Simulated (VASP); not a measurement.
Crystal: GaSb3.

```
CELL_PARAMETERS angstrom
3.07326 0.00000 0.00000
0.00000 3.17366 0.00000
0.00000 0.00000 11.40332
ATOMIC_POSITIONS crystal
Ga 0.00000 0.00000 0.00000
Sb 0.00000 0.50000 0.25604
Sb 0.00000 0.00000 0.50000
Sb 0.00000 0.50000 0.74396
```

The cell was built from a structure type or drawn by symmetry, and may not be a known phase.

* Program: VASP 6.6.1
* Task: relaxation of cell and atoms
* Functional: PBE
* Potentials or basis: VASP PAW PBE potentials, release 64 (Ga_d, Sb)
* Cutoff: 600 eV
* k mesh: 6 × 6 × 2
* Occupations: gaussian, width 0.2 eV
* Spin: no spin polarisation

At the start: pressure 0.7 GPa; volume 27.81 Å³/atom.

Task: Where does the relaxation end?

Result: Over 13 steps the energy falls by 68.7 meV/atom and the volume is 27.31 Å³/atom (-1.8 %); space group Pmmm (No. 47, to 0.1 Å) before and after.

The path:
```tsv
step	energy change (eV)	largest force (eV/Å)	pressure (GPa)	volume (Å³)
1	0.0000	0.6362	0.69	111.22
2	-0.1016	0.4276	-0.34	113.08
3	-0.1021	0.4125	-0.39	113.19
4	-0.1348	0.3927	-0.33	112.42
5	-0.2157	0.3719	0.00	110.02
6	-0.1876	0.0562	2.16	104.85
7	-0.2443	0.2866	0.61	107.96
8	-0.2639	0.1649	0.33	108.31
9	-0.2671	0.0965	0.20	108.51
10	-0.2702	0.0673	-0.05	108.93
11	-0.2719	0.0154	-0.44	109.63
12	-0.2738	0.0072	-0.34	109.44
13	-0.2747	0.0311	-0.25	109.25
```

Final structure:
```xyz
4
Lattice="3.0100 0.0000 0.0000 0.0000 3.3919 0.0000 0.0000 0.0000 10.7008" Properties=species:S:1:pos:R:3 pbc="T T T"
Ga    0.0000    0.0000    0.0000
Sb    0.0000    1.6960    2.4723
Sb    0.0000    0.0000    5.3504
Sb    0.0000    1.6960    8.2285
```
